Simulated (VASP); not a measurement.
Wanted: the native input for a VASP 6.6.1 run.

```
Task                   : single point
Functional             : r2SCAN
Potentials or basis    : VASP PAW PBE potentials, release 64 (Sr_sv)
Cutoff                 : 520 eV
k mesh                 : 3 × 3 × 2
Occupations            : methfessel-paxton, width 0.1 eV
Spin                   : no spin polarisation
Dipole correction      : no
Further INCAR settings : ALGO = Normal; EDIFF = 1e-06; NBANDS = 17
```

Crystal: Sr.

```
Sr
1.0
     4.31000    0.00000    0.00000
    -2.15500    3.73257    0.00000
     0.00000    0.00000    7.05000
Sr
2
Direct
  0.33333 0.66667 0.25000
  0.66667 0.33333 0.75000
```

One way to write it, as run:

POSCAR

```
Sr
1.0
    4.3100000000      0.0000000000      0.0000000000
   -2.1550000000      3.7325690000      0.0000000000
    0.0000000000      0.0000000000      7.0500000000
Sr
2
Direct
    0.3333333333      0.6666666667      0.2500000000
    0.6666666667      0.3333333333      0.7500000000
```

INCAR.step1

```
  PREC = Accurate
  ENCUT = 520
  ISMEAR = 1
  SIGMA = 0.1
  LREAL = False
  LASPH = True
  NELM = 80
  NBANDS = 17
  GGA = PE
  ALGO = Normal
  EDIFF = 1E-4
  LWAVE = True
  LCHARG = False
```

INCAR.step2

```
  PREC = Accurate
  ENCUT = 520
  EDIFF = 1E-6
  ISMEAR = 1
  SIGMA = 0.1
  LREAL = False
  LASPH = True
  NELM = 80
  ALGO = Normal
  ISIF = 2
  LWAVE = False
  LCHARG = False
  METAGGA = R2SCAN
  LMIXTAU = True
  NBANDS = 17
  ISTART = 1
```

KPOINTS

```
Automatic mesh
0
Gamma
  3 3 2
```

Potentials or basis: VASP PAW PBE potentials, release 64 (Sr_sv).

Command:

```sh
$ cat potpaw_PBE.64/Sr_sv/POTCAR > POTCAR
$ cp INCAR.step1 INCAR
$ mpirun -np 1 vasp_std > vasp.out
$ cp INCAR.step2 INCAR
$ mpirun -np 1 vasp_std > vasp.out
```

It gave:

- Pressure: 0.2 GPa
- Band gap on the k mesh: zero (band 10 reaches 1.64 eV, above the bottom of band 11 at 1.36 eV)

Caveat: the k points lie up to 0.56 Å⁻¹ apart; the PAW data sets were made with another functional, which shifts forces and pressure a little.

It took 43 s on 1 thread of Intel(R) Xeon(R) Platinum 8488C (Sapphire Rapids), on a shared host, peak memory 0.23 GiB.
